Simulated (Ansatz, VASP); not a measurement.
One calculation of Cu, two programs

```xyz
1
Lattice="0.0000 1.7804 1.8075 1.7804 0.0000 1.8075 1.7804 1.7804 0.0000" Properties=species:S:1:pos:R:3 pbc="T T T"
Cu    0.0000    0.0000    0.0000
```

Change from the starting cell: strain -0.015 along x and y, +0.000 along z, atoms carried along.

Alike in both runs: task single point; functional PBE; k mesh 22 × 22 × 22; occupations gaussian, width 0.15 eV; no spin polarisation.

|  | VASP | Ansatz |
| --- | --- | --- |
| version | VASP 6.6.1 | Ansatz 0.2.0 |
| potentials or method | VASP PAW PBE potentials, release 64 (Cu), cutoff 520 eV | scalar-relativistic, plane waves, PAW |
| valence electrons in the cell | 11 | 19 |

|  | VASP | Ansatz | Ansatz less VASP |
| --- | --- | --- | --- |
| gap on the k mesh at the Fermi level (eV) | none | none | - |
| pressure (GPa) | 7.2 | 6.7 | -0.53 |
| traceless stress, the component that is largest in VASP (GPa) | -0.68 | -0.69 | -0.011 |

A gap of «none» marks a metal or a gap that the smearing closes. The functional is the same, so the differences come from potentials, cutoffs and numerics. VASP's potentials hold 11 valence electrons a cell and Ansatz's 19, so a difference there can come from the potentials and not from the codes.
